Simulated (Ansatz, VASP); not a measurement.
## Zr: VASP beside Ansatz

```xyz
1
Lattice="-1.8220 1.8220 1.8220 1.8220 -1.8220 1.8220 1.8220 1.8220 -1.8220" Properties=species:S:1:pos:R:3 pbc="T T T"
Zr    0.0000    0.0000    0.0000
```

Change from the starting cell: volume scaled by 1.02, crystal datasets.

Alike in both runs: task electric field gradients; functional LDA; k mesh 16 × 16 × 16; occupations fermi-dirac, width 0.03 eV; no spin polarisation.

|  | VASP | Ansatz |
| --- | --- | --- |
| version | VASP 6.6.1 | Ansatz 0.2.0 |
| potentials or method | VASP PAW LDA potentials, release 64 (Zr_sv), cutoff 520 eV | all-electron PAW with datasets made for the crystal, scalar-relativistic |

|  | VASP | Ansatz | Ansatz less VASP |
| --- | --- | --- | --- |
| pressure (GPa) | -10.8 | -10.8 | -0.04 |

LDA's correlation is that of Perdew and Zunger in VASP and of Perdew and Wang (1992) in Ansatz. Ansatz ran all-electron here, and VASP with PAW potentials.
